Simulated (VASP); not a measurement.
# MoSe (Fm-3m) in VASP: notebook

Runs on MoSe. Level: PBE+U. Tasks: single point.

Everything below comes from runs of VASP 6.6.1. Logs are shortened: lines on timing, memory, paths and dates and some standing lists are left out, and cuts for length are marked.

## (1) The cell of the first run

It takes space group Fm-3m (No. 225, cubic). Conventional cell: a = 5.650 Å, b = 5.650 Å, c = 5.650 Å, α = 90.00°, β = 90.00°, γ = 90.00°. Mo (site symmetry m-3m) has 6 Se at 2.83 Å within 3.7 Å. Se (site symmetry m-3m) has 6 Mo at 2.83 Å within 3.7 Å.

## (2) Single point, PBE+U

Input file INCAR:

```
  PREC = Accurate
  ENCUT = 500
  EDIFF = 1E-6
  ISMEAR = 0
  SIGMA = 0.1
  LREAL = False
  LASPH = True
  NELM = 200
  ALGO = Normal
  ISIF = 2
  LWAVE = False
  LCHARG = False
  LMAXMIX = 4
  LDAU = True
  LDAUTYPE = 2
  LDAUL = 2 -1
  LDAUU = 4.38 0
  LDAUJ = 0 0
  LDAUPRINT = 1
  GGA = PE
  NBANDS = 17
  GGA_COMPAT = False
```

Input file KPOINTS:

```
Automatic mesh
0
Gamma
  12 12 12
```

Input file POSCAR:

```
MoSe
1.0
    0.0000000000      2.8252181697      2.8252181697
    2.8252181697      0.0000000000      2.8252181697
    2.8252181697      2.8252181697      0.0000000000
Mo Se
1 1
Direct
    0.0000000000      0.0000000000      0.0000000000
    0.5000000000      0.5000000000      0.5000000000
```

Potentials or basis: VASP PAW PBE potentials, release 64 (Mo_sv, Se).

Started as:

```sh
$ cat potpaw_PBE.64/Mo_sv/POTCAR potpaw_PBE.64/Se/POTCAR > POTCAR
$ mpirun -np 1 vasp_std > vasp.out
```

OUTCAR:

```text
PREC = Accurate
   ENCUT = 500
   EDIFF = 1E-6
   ISMEAR = 0
   LREAL = False
   LASPH = True
   NELM = 200
   ISIF = 2
   GGA = PE

 ion  position               nearest neighbor table
   1  0.000  0.000  0.000-   2 2.83   2 2.83   2 2.83   2 2.83   2 2.83   2 2.83
   2  0.500  0.500  0.500-   1 2.83   1 2.83   1 2.83   1 2.83   1 2.83   1 2.83

  LATTYP: Found a face centered cubic cell.
 ALAT       =     5.6504363394

  Lattice vectors:

 A1 = (   0.0000000000,   2.8252181697,   2.8252181697)
 A2 = (   2.8252181697,   0.0000000000,   2.8252181697)
 A3 = (   2.8252181697,   2.8252181697,   0.0000000000)

Analysis of symmetry for initial positions (statically):
=====================================================================
 Subroutine PRICEL returns:
 Original cell was already a primitive cell.

 Routine SETGRP: Setting up the symmetry group for a
 face centered cubic supercell.

 Subroutine GETGRP returns: Found 48 space group operations
 (whereof 48 operations were pure point group operations)
 out of a pool of 48 trial point group operations.

The static configuration has the point symmetry O_h .

Analysis of symmetry for dynamics (positions and initial velocities):
=====================================================================
 Subroutine PRICEL returns:
 Original cell was already a primitive cell.

 Routine SETGRP: Setting up the symmetry group for a
 face centered cubic supercell.

 Subroutine GETGRP returns: Found 48 space group operations
 (whereof 48 operations were pure point group operations)
 out of a pool of 48 trial point group operations.

The dynamic configuration has the point symmetry O_h .

 Subroutine INISYM returns: Found 48 space group operations
 (whereof 48 operations are pure point group operations),
 and found     1 'primitive' translations

----------------------------------------------------------------------------------------

                                     Primitive cell

  volume of cell :      45.1010

[... 139 lines left out ...]
 -0.0000 -0.0000  0.1528 -0.0000 -0.0000
  0.0000  0.0000 -0.0000  0.5317 -0.0000
  0.0000  0.0000 -0.0000 -0.0000  0.1528

spin component  2

  0.5317 -0.0000 -0.0000  0.0000  0.0000
 -0.0000  0.5317 -0.0000  0.0000  0.0000
 -0.0000 -0.0000  0.1528 -0.0000 -0.0000
  0.0000  0.0000 -0.0000  0.5317 -0.0000
  0.0000  0.0000 -0.0000 -0.0000  0.1528

 occupancies and eigenvectors

  o =  0.1528  v =  0.0000  0.0000 -0.0034  0.0000 -1.0000  0.0000  0.0000  0.0000  0.0000  0.0000      0.0000  0.0000  0.0000  0.0000  0.0000  0.0000  0.0000  0.0000  0.0000  0.0000
  o =  0.1528  v =  0.0000  0.0000  0.0000  0.0000  0.0000  0.0000  0.0000 -0.0034  0.0000 -1.0000      0.0000  0.0000  0.0000  0.0000  0.0000  0.0000  0.0000  0.0000  0.0000  0.0000
  o =  0.1528  v =  0.0000  0.0000  0.0000  0.0000  0.0000  0.0000 -0.0000 -1.0000  0.0000  0.0034      0.0000  0.0000  0.0000  0.0000  0.0000  0.0000  0.0000  0.0000  0.0000  0.0000
  o =  0.1528  v =  0.0000 -0.0000 -1.0000  0.0000  0.0034  0.0000  0.0000  0.0000  0.0000  0.0000      0.0000  0.0000  0.0000  0.0000  0.0000  0.0000  0.0000  0.0000  0.0000  0.0000
  o =  0.5317  v =  0.0000 -0.8528  0.0000 -0.5223 -0.0000  0.0000  0.0000  0.0000  0.0000  0.0000      0.0000  0.0000  0.0000  0.0000  0.0000  0.0000  0.0000  0.0000  0.0000  0.0000
  o =  0.5317  v =  0.0000  0.5223 -0.0000 -0.8528  0.0000  0.0000  0.0000  0.0000  0.0000  0.0000      0.0000  0.0000  0.0000  0.0000  0.0000  0.0000  0.0000  0.0000  0.0000  0.0000
  o =  0.5317  v =  0.0000  0.0000  0.0000  0.0000  0.0000  0.0000  0.5223 -0.0000 -0.8528  0.0000      0.0000  0.0000  0.0000  0.0000  0.0000  0.0000  0.0000  0.0000  0.0000  0.0000
  o =  0.5317  v =  0.0000  0.0000  0.0000  0.0000  0.0000  0.0000 -0.8528  0.0000 -0.5223 -0.0000      0.0000  0.0000  0.0000  0.0000  0.0000  0.0000  0.0000  0.0000  0.0000  0.0000
  o =  0.5317  v =  1.0000  0.0000  0.0000  0.0000  0.0000  0.0000  0.0000  0.0000  0.0000  0.0000      0.0000  0.0000  0.0000  0.0000  0.0000  0.0000  0.0000  0.0000  0.0000  0.0000
  o =  0.5317  v =  0.0000  0.0000  0.0000  0.0000  0.0000  1.0000  0.0000  0.0000  0.0000  0.0000      0.0000  0.0000  0.0000  0.0000  0.0000  0.0000  0.0000  0.0000  0.0000  0.0000

 number of electron      19.9999999 magnetization

 Free energy of the ion-electron system (eV)
  ---------------------------------------------------
  ext. energy  EPLUGINS =         0.00000000
  ---------------------------------------------------
  free energy    TOTEN  =        -7.75706789 eV

  energy without entropy =       -7.72687137  energy(sigma->0) =       -7.74196963

 E-fermi :   6.5341     XC(G=0): -10.5855

 val. band max:        6.5236053698   @ k =   0.4167   0.0833   0.0000
 cond. band min:       6.5356925507   @ k =   0.5000   0.2500   0.0833
 fundamental gap:      0.0120871809
 Fermi energy:         6.5340730011

 k-point     1 :       0.0000    0.0000    0.0000
  band No.  band energies     occupation
      1     -54.9448      2.00000
      2     -28.9931      2.00000
      3     -28.9931      2.00000
      4     -28.9931      2.00000
      5      -7.7111      2.00000
      6       4.7310      2.00000
[... 457 lines left out ...]
      4     -28.9985      2.00000
      5      -6.7758      2.00000
      6       0.7077      2.00000
[... 9 lines left out ...]
     16      13.7354      0.00000
     17      14.7828      0.00000

 [... further k-points ...]

------------------------ aborting loop because EDIFF is reached ----------------------------------------

  FORCE on cell =-STRESS in cart. coord.  units (eV):
  Direction    XX          YY          ZZ          XY          YZ          ZX
  --------------------------------------------------------------------------------------
  -------------------------------------------------------------------------------------
  Total       -3.6367042     -3.6367042     -3.6367042      0.0000000      0.0000000      0.0000000
  in kB     -129.1910990   -129.1910990   -129.1910990      0.0000000      0.0000000      0.0000000
  external PRESSURE =    -129.1910990 kB  Pullay stress =       0.0000000 kB

 VOLUME and BASIS-vectors are now :
 -----------------------------------------------------------------------------
  energy-cutoff  :      500.00
  volume of cell :       45.10
      direct lattice vectors                 reciprocal lattice vectors
     0.000000000  2.825218170  2.825218170    -0.176977483  0.176977483  0.176977483
     2.825218170  0.000000000  2.825218170     0.176977483 -0.176977483  0.176977483
     2.825218170  2.825218170  0.000000000     0.176977483  0.176977483 -0.176977483

 POSITION                                       TOTAL-FORCE (eV/Angst)
 -----------------------------------------------------------------------------------
      0.00000      0.00000      0.00000        -0.000000     -0.000000     -0.000000
      2.82522      2.82522      2.82522         0.000000      0.000000      0.000000
 -----------------------------------------------------------------------------------
    total drift:                               -0.000000      0.000000      0.000000

  FREE ENERGIE OF THE ION-ELECTRON SYSTEM (eV)
  ---------------------------------------------------
  free  energy   TOTEN  =        -7.7570678889 eV

  energy  without entropy=       -7.7268713707  energy(sigma->0) =       -7.74196963
```

stdout:

```text
POSCAR found type information on POSCAR MoSe
 POSCAR found :  2 types and       2 ions
 scaLAPACK will be used
 LDA part: xc-table for (Slater+PW92), standard interpolation
 POSCAR, INCAR and KPOINTS ok, starting setup
 FFT: planning ... GRIDC
 FFT: planning ... GRID_SOFT
 FFT: planning ... GRID
 WAVECAR not read
 entering main loop
```

Run time: 75 s. Hardware: 1 thread of Intel Xeon 8259CL, shared host; peak memory 0.2 GiB.

Results:

```yaml
Free_energy: -7.7571 eV
Pressure: -12.9 GPa
Band_gap_on_the_k_mesh: zero (bands 10 and 11 overlap by 1.62 eV)
```

Levels at points of the mesh, in eV from the Fermi level:
```
           k point  band 6  band 7  band 8  band 9  band 10  band 11  band 12  band 13  band 14  band 15
(0.00, 0.00, 0.00)   -1.80   -1.80   -1.80   -1.39    -1.39    -1.39     0.12     0.12     1.33     8.50
(0.50, 0.00, 0.00)   -6.18   -3.83   -3.83   -0.13    -0.13     0.18     2.76     4.20     4.20     6.05
(0.50, 0.50, 0.00)   -4.94   -3.01   -3.01   -2.41     0.13     0.13     0.75     1.78     2.08     8.16
```

Eigenvalues of the final occupation matrices:
```csv
site,spin,trace,eigenvalues
site 1 d,1,1.90,0.15 0.15 0.53 0.53 0.53
site 1 d,2,1.90,0.15 0.15 0.53 0.53 0.53
```

Caveat: the cell stands under tension; U without spin polarisation on a metal has little footing.

## (3) Single point, PBE+U

This run uses another cell than the first one, of 23.49 Å³/atom.

Input file INCAR:

```
SYSTEM = MoSe
PREC     = Accurate       ! precision mode
ENCUT    = 500            ! plane-wave cutoff, eV
EDIFF    = 1E-6           ! SCF threshold, eV
ISMEAR   = 0              ! smearing method
SIGMA    = 0.1            ! smearing width, eV
LREAL    = .FALSE.        ! projectors in reciprocal space
LASPH    = .TRUE.         ! aspherical terms in the spheres
NELM     = 200            ! most SCF steps
ALGO     = Normal         ! electronic algorithm
ISIF     = 2              ! what is computed and relaxed
LWAVE    = .FALSE.        ! write WAVECAR
LCHARG   = .FALSE.        ! write CHGCAR
LMAXMIX  = 4              ! l up to which the mixer works
LDAU     = .TRUE.         ! DFT+U
LDAUTYPE = 2            
LDAUL    = 2 -1           ! shell
LDAUU    = 4.38 0         ! U, eV
LDAUJ    = 0 0          
LDAUPRINT= 1            
GGA      = PE             ! functional
NBANDS   = 17             ! bands
GGA_COMPAT= .FALSE.
```

Input file KPOINTS:

```
regular mesh
0
G
  12 12 12
  0 0 0
```

Input file POSCAR:

```
MoSe
1.0
    0.0000000000      2.8639245983      2.8639245983
    2.8639245983      0.0000000000      2.8639245983
    2.8639245983      2.8639245983      0.0000000000
Mo Se
1 1
Direct
    0.0000000000      0.0000000000      0.0000000000
    0.5000000000      0.5000000000      0.5000000000
```

Potentials or basis: VASP PAW PBE potentials, release 64 (Mo_sv, Se).

Started as:

```sh
$ cat potpaw_PBE.64/Mo_sv/POTCAR potpaw_PBE.64/Se/POTCAR > POTCAR
$ mpirun -np 1 vasp_std > vasp.out
```

Run time: 74 s. Hardware: 1 thread of Intel Xeon 8259CL, shared host; peak memory 0.21 GiB.

Results (log left out):

- Free energy: -7.5967 eV
- Pressure: -14.4 GPa
- Band gap on the k mesh: zero (bands 10 and 11 overlap by 1.49 eV)

Levels at points of the mesh, in eV from the Fermi level:
```tsv
k point	band 7	band 8	band 9	band 10	band 11	band 12	band 13	band 14
(0.00, 0.00, 0.00)	-1.72	-1.72	-1.28	-1.28	-1.28	0.25	0.25	1.16
(0.50, 0.00, 0.00)	-3.62	-3.62	-0.12	-0.12	0.16	2.79	4.05	4.05
(0.50, 0.50, 0.00)	-2.87	-2.87	-2.23	0.12	0.12	0.85	1.75	2.00
```

Eigenvalues of the final occupation matrices:
| site | spin | trace | eigenvalues |
| --- | --- | --- | --- |
| site 1 d | 1 | 1.89 | 0.14 0.14 0.53 0.53 0.53 |
| site 1 d | 2 | 1.89 | 0.14 0.14 0.53 0.53 0.53 |

Caveat: the cell stands under tension; U without spin polarisation on a metal has little footing.

(Part 1 of 2 ends here.)
